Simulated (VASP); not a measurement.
# Ge (R-3) in VASP: a series of runs, part 2 of 2

VASP 6.6.1.

**3. Single point, LDA**

This run uses another cell than the first one, of 19.77 Å³/atom.

The input, INCAR:

```
SYSTEM = Ge
PREC = Accurate ; ENCUT = 520
EDIFF = 1E-6 ; ISMEAR = 0
SIGMA = 0.15 ; LREAL = .FALSE.
LASPH = .TRUE. ; NELM = 80
ALGO = Fast ; ISIF = 2
LWAVE = .FALSE. ; LCHARG = .FALSE.
GGA = CA ; NBANDS = 66
```

The input, KPOINTS:

```
Automatic mesh
0
G
  9 9 9
  0 0 0
```

The input, POSCAR:

```
Ge
1.0
    4.9777000000      2.8738764349      1.8431333333
   -4.9777000000      2.8738764349      1.8431333333
    0.0000000000     -5.7477528699      1.8431333333
Ge
8
Direct
    0.7160372198      0.7160372198      0.7160372198
    0.2839627802      0.2839627802      0.2839627802
    0.0289443365      0.7253625346      0.5322921793
    0.5322921793      0.0289443365      0.7253625346
    0.7253625346      0.5322921793      0.0289443365
    0.9710556635      0.2746374654      0.4677078207
    0.4677078207      0.9710556635      0.2746374654
    0.2746374654      0.4677078207      0.9710556635
```

Potentials or basis: VASP PAW LDA potentials, release 64 (Ge_d).

The run is started by

```bash
> cat potpaw_LDA.64/Ge_d/POTCAR > POTCAR
> mpirun -np 1 vasp_std > vasp.out
```

OUTCAR:

```text
SYSTEM = Ge
   PREC = Accurate
   ENCUT = 520
   EDIFF = 1E-6
   ISMEAR = 0
   LREAL = .FALSE.
   LASPH = .TRUE.
   NELM = 80
   ISIF = 2
   GGA = CA

 ion  position               nearest neighbor table
   1  0.716  0.716  0.716-   2 2.39   3 2.51   5 2.51   4 2.51
   2  0.284  0.284  0.284-   1 2.39   6 2.51   8 2.51   7 2.51
   3  0.029  0.725  0.532-   4 2.42   5 2.42   6 2.48   1 2.51
   4  0.532  0.029  0.725-   3 2.42   5 2.42   7 2.48   1 2.51
   5  0.725  0.532  0.029-   4 2.42   3 2.42   8 2.48   1 2.51
   6  0.971  0.275  0.468-   7 2.42   8 2.42   3 2.48   2 2.51
   7  0.468  0.971  0.275-   6 2.42   8 2.42   4 2.48   2 2.51
   8  0.275  0.468  0.971-   7 2.42   6 2.42   5 2.48   2 2.51

  LATTYP: Found a trigonal (rhomboedric) cell.
 ALAT       =     6.0360420424
 COS(alpha) =    -0.3601378327

  Lattice vectors:

 A1 = (   4.9777000000,   2.8738764349,   1.8431333333)
 A2 = (  -4.9777000000,   2.8738764349,   1.8431333333)
 A3 = (   0.0000000000,  -5.7477528699,   1.8431333333)

Analysis of symmetry for initial positions (statically):
=====================================================================
 Subroutine PRICEL returns:
 Original cell was already a primitive cell.

 Routine SETGRP: Setting up the symmetry group for a
 trigonal (rhombohedral) supercell.

 Subroutine GETGRP returns: Found  6 space group operations
 (whereof  6 operations were pure point group operations)
 out of a pool of 12 trial point group operations.

The static configuration has the point symmetry S_6 .

Analysis of symmetry for dynamics (positions and initial velocities):
=====================================================================
 Subroutine PRICEL returns:
 Original cell was already a primitive cell.

 Routine SETGRP: Setting up the symmetry group for a
 trigonal (rhombohedral) supercell.

 Subroutine GETGRP returns: Found  6 space group operations
 (whereof  6 operations were pure point group operations)
 out of a pool of 12 trial point group operations.

The dynamic configuration has the point symmetry S_6 .

 Subroutine INISYM returns: Found  6 space group operations
 (whereof  6 operations are pure point group operations),
 and found     1 'primitive' translations

----------------------------------------------------------------------------------------

                                     Primitive cell

  volume of cell :     158.1994

  direct lattice vectors                    reciprocal lattice vectors
     4.977700000  2.873876435  1.843133333     0.100447998  0.057993679  0.180851449
    -4.977700000  2.873876435  1.843133333    -0.100447998  0.057993679  0.180851449
     0.000000000 -5.747752870  1.843133333     0.000000000 -0.115987357  0.180851449

  length of vectors
     6.036042042  6.036042042  6.036042042     0.214849514  0.214849514  0.214849514

  position of ions in fractional coordinates (direct lattice)
     0.716037220  0.716037220  0.716037220
     0.283962780  0.283962780  0.283962780
     0.028944336  0.725362535  0.532292179
     0.532292179  0.028944336  0.725362535
     0.725362535  0.532292179  0.028944336
     0.971055664  0.274637465  0.467707821
     0.467707821  0.971055664  0.274637465
     0.274637465  0.467707821  0.971055664

[... 44 lines left out ...]
  0.111111  0.111111  0.000000      6.000000
[... 16 lines left out ...]
  0.444444  0.222222 -0.000000      6.000000
 -0.444444  0.000000 -0.222222      6.000000
 [... further k-points ...]
   k-points           NKPTS =    125   k-points in BZ     NKDIM =    125   number of bands    NBANDS=     66
   number of dos      NEDOS =    301   number of ions     NIONS =      8
   total plane-waves  NPLWV = 110592
   dimension x,y,z NGX =    48 NGY =   48 NGZ =   48
   dimension x,y,z NGXF=    96 NGYF=   96 NGZF=   96
   ions per type =               8
   NGX,Y,Z   is equivalent  to a cutoff of  13.22, 13.22, 13.22 a.u.
   NGXF,Y,Z  is equivalent  to a cutoff of  26.44, 26.44, 26.44 a.u.
 SYSTEM =  Ge
   PREC   = accura    normal or accurate (medium, high low for compatibility)
   ISTART =      0    job   : 0-new  1-cont  2-samecut
   ICHARG =      2    charge: 1-file 2-atom 10-const
   ISPIN  =      1    spin polarized calculation?
   LNONCOLLINEAR =      F non collinear calculations
   LSORBIT =      F    spin-orbit coupling
   LASPH  =      T    aspherical Exc in radial PAW
   ENCUT  =  520.0 eV  38.22 Ry    6.18 a.u.  11.22 11.22 11.22*2*pi/ulx,y,z
   NELM   =     80;   NELMIN=  2; NELMDL= -5     # of ELM steps
   EDIFF  = 0.1E-05   stopping-criterion for ELM
   LREAL  =      F    real-space projection
   EDIFFG = 0.1E-04   stopping-criterion for IOM
   NSW    =      0    number of steps for IOM
   IBRION =     -1    ionic relax: 0-MD 1-quasi-New 2-CG
   NFREE  =      0    steps in history (QN), initial steepest desc. (CG)
   ISIF   =      2    stress and relaxation
   ISYM   =      2    0-nonsym 1-usesym 2-fastsym
   POTIM  = 0.5000    time-step for ionic-motion
   TEBEG  =    0.0;   TEEND  =   0.0 temperature during run
   PSTRESS=    0.0 pullay stress
   NELECT =     112.0000    total number of electrons
   NUPDOWN=      -1.0000    fix difference up-down
   EMIN   =  10.00;   EMAX   =-10.00  energy-range for DOS
   EFERMI =   0.00;   METHOD = LEGACY
   ISMEAR =     0;   SIGMA  =   0.15  broadening in eV -4-tet -1-fermi 0-gaus
   EFERMI_NEDOS =   21; number of points for ismear=-14 and -15
   IALGO  =     68    algorithm
   IMIX   =      4    mixing-type and parameters
     AMIX     =   0.40;   BMIX     =  1.00
     AMIX_MAG =   1.60;   BMIX_MAG =  1.00
  volume/ion in A,a.u.               =      19.77       133.45
  Fermi-wavevector in a.u.,A,eV,Ry     =   1.459080  2.757262 28.965657  2.128916
  Thomas-Fermi vector in A             =   2.575690
   LORBIT       =      0    0 simple, 1 ext, 2 COOP (PROOUT), +10 PAW based schemes
   GGA     = CA    functional components
   LHFCALC =     F    Hartree Fock is set to
   AEXX    =    0.0000 exact exchange contribution
   IVDW    =     0    specifies the selected vdW correction
   LEPSILON=     F    determine dielectric tensor
   LRPA    =     F    only Hartree local field effects (RPA)
 non-spin polarized calculation
 RMM-DIIS sequential band-by-band and
 Gauss-broadening in eV      SIGMA  =   0.15
  energy-cutoff  :      520.00
  volume of cell :      158.20
 maximum number of plane-waves:      4287
 NGX is ok and might be reduce to    48
   NGX = 23   NGY = 23   NGZ = 23

 number of electron     112.0000009 magnetization

 Free energy of the ion-electron system (eV)
  ---------------------------------------------------
  ext. energy  EPLUGINS =         0.00000000
  ---------------------------------------------------
  free energy    TOTEN  =       -40.38627798 eV

  energy without entropy =      -40.37427945  energy(sigma->0) =      -40.38027872

 E-fermi :   5.7722     XC(G=0): -11.1176

 val. band max:        5.7567508930   @ k =  -0.3333   0.4444   0.3333
 cond. band min:       5.8053896930   @ k =  -0.3333  -0.3333   0.2222
 fundamental gap:      0.0486388000
 Fermi energy:         5.7721984803

 k-point     1 :       0.0000    0.0000    0.0000
  band No.  band energies     occupation
      1     -19.0832      2.00000
      2     -19.0689      2.00000
      3     -19.0689      2.00000
      4     -19.0468      2.00000
      5     -19.0468      2.00000
      6     -19.0320      2.00000
[... 1645 lines left out ...]
     65      10.5711      0.00000
     66      11.1765      0.00000

 [... further k-points ...]

------------------------ aborting loop because EDIFF is reached ----------------------------------------

  FORCE on cell =-STRESS in cart. coord.  units (eV):
  Direction    XX          YY          ZZ          XY          YZ          ZX
  --------------------------------------------------------------------------------------
  -------------------------------------------------------------------------------------
  Total       -2.0463867     -2.0463867      8.1349477      0.0000001     -0.0000000      0.0000000
  in kB      -20.7249492    -20.7249492     82.3873497      0.0000006     -0.0000000      0.0000000
  external PRESSURE =      13.6458171 kB  Pullay stress =       0.0000000 kB

 VOLUME and BASIS-vectors are now :
 -----------------------------------------------------------------------------
  energy-cutoff  :      520.00
  volume of cell :      158.20
      direct lattice vectors                 reciprocal lattice vectors
     4.977700000  2.873876435  1.843133333     0.100447998  0.057993679  0.180851449
    -4.977700000  2.873876435  1.843133333    -0.100447998  0.057993679  0.180851449
     0.000000000 -5.747752870  1.843133333     0.000000000 -0.115987357  0.180851449

 POSITION                                       TOTAL-FORCE (eV/Angst)
 -----------------------------------------------------------------------------------
      0.00000     -0.00000      3.95926         0.000000     -0.000000      0.853108
      0.00000     -0.00000      1.57014         0.000000      0.000000     -0.853108
     -3.46656     -0.89170      2.37137        -0.018523     -0.463106      0.004702
      2.50551     -2.55628      2.37137         0.410323      0.215511      0.004702
      0.96105      3.44798      2.37137        -0.391800      0.247594      0.004702
      3.46656      0.89170      3.15803         0.018523      0.463106     -0.004702
     -2.50551      2.55628      3.15803        -0.410323     -0.215511     -0.004702
     -0.96105     -3.44798      3.15803         0.391800     -0.247594     -0.004702
 -----------------------------------------------------------------------------------
    total drift:                               -0.000000      0.000000      0.000000

  FREE ENERGIE OF THE ION-ELECTRON SYSTEM (eV)
  ---------------------------------------------------
  free  energy   TOTEN  =       -40.3862779800 eV

  energy  without entropy=      -40.3742794540  energy(sigma->0) =      -40.38027872
```

Run time: 41 min. Hardware: 1 thread of Oxide Virtual Turin-like, shared host; peak memory 0.81 GiB.

Results:

```
Free energy            : -40.3863 eV
Pressure               : 1.4 GPa
Largest force          : 0.853 eV/Å
Band gap on the k mesh : zero (bands 56 and 57 overlap by 0.37 eV)
```

Forces in eV/Å, atoms in the order of the input:
```
Ge   0.000  0.000  0.853
Ge   0.000  0.000 -0.853
Ge  -0.019 -0.463  0.005
Ge   0.410  0.216  0.005
Ge  -0.392  0.248  0.005
Ge   0.019  0.463 -0.005
Ge  -0.410 -0.216 -0.005
Ge   0.392 -0.248 -0.005
```

Caveat: semilocal functionals underestimate gaps, so a narrow gap can read as zero.

**4. Single point, LDA**

This run uses another cell than the first one, of 20.77 Å³/atom.

The input, INCAR:

```
SYSTEM = Ge
PREC = Accurate
ENCUT = 520
EDIFF = 1E-7
ISMEAR = 0
SIGMA = 0.15
LREAL = .FALSE.
LASPH = .TRUE.
NELM = 60
ALGO = Fast
ISIF = 2
LWAVE = .FALSE.
LCHARG = .TRUE.
GGA = CA
LELF = .TRUE.
LVHAR = .TRUE.
NBANDS = 66
```

KPOINTS is that of step 3.

Changes to POSCAR since step 3:

```diff
@@ -2,5 +2,5 @@
 1.0
-    4.9777000000      2.8738764349      1.8431333333
-   -4.9777000000      2.8738764349      1.8431333333
-    0.0000000000     -5.7477528699      1.8431333333
+    4.9777000000      2.8738764349      1.9360574366
+   -4.9777000000      2.8738764349      1.9360574366
+    0.0000000000     -5.7477528699      1.9360574366
 Ge
```

The run is started by

```bash
> cat potpaw_LDA.64/Ge_d/POTCAR > POTCAR
> mpirun -np 1 vasp_std > vasp.out
```

Wall time 43 min (1 thread of Oxide Virtual Turin-like, shared host); peak memory 0.85 GiB.

The run converged. Its results:

```
Free energy            : -40.5583 eV
Pressure               : -2.7 GPa
Largest force          : 0.175 eV/Å
Band gap on the k mesh : zero (bands 56 and 57 overlap by 0.43 eV)
```

Forces on the atoms (eV/Å):
```
Ge   0.000  0.000  0.097
Ge   0.000  0.000 -0.097
Ge   0.070 -0.141 -0.076
Ge   0.087  0.132 -0.076
Ge  -0.158  0.010 -0.076
Ge  -0.070  0.141  0.076
Ge  -0.087 -0.132  0.076
Ge   0.158 -0.010  0.076
```

Stress tensor (GPa, compression positive):
```
-3.52  0.00  0.00
 0.00 -3.52  0.00
 0.00  0.00 -0.95
```

Levels at points of the mesh, in eV from the Fermi level:
```csv
k point,band 53,band 54,band 55,band 56,band 57,band 58,band 59,band 60
"(0.00, 0.00, 0.00)",-3.51,-1.14,-1.14,-0.65,1.51,1.87,1.87,4.15
```

Caveat: semilocal functionals underestimate gaps, so a narrow gap can read as zero.

**5. The runs side by side**

| cell | further INCAR settings | gap on the mesh (eV) | pressure (GPa) | largest force (eV/Å) |
| --- | --- | --- | --- | --- |
| a = 6.190 Å, angles 111.7°, 8 atoms | ALGO = Fast; EDIFF = 1e-06; NBANDS = 66 | none | -1.4 | 1.26 |
| a = 6.036 Å, angles 111.1°, 8 atoms | ALGO = Fast; EDIFF = 1e-06; NBANDS = 66 | none | 1.4 | 0.85 |
| a = 6.065 Å, angles 110.3°, 8 atoms | ALGO = Fast; EDIFF = 1e-07; NBANDS = 66 | none | -2.7 | 0.18 |

Alike in all rows: task single point; level LDA; potentials or basis VASP PAW LDA potentials, release 64 (Ge_d); no spin polarisation; k mesh 9 × 9 × 9; cutoff (eV) 520; smearing gaussian 0.15 eV.

Caveats: semilocal functionals underestimate gaps, so a narrow gap can read as zero; forces of over 1 eV/Å act on the atoms, so gaps and moduli don't describe the material at rest (at least some runs).

Absolute energies hang on the potentials; compare differences alone.
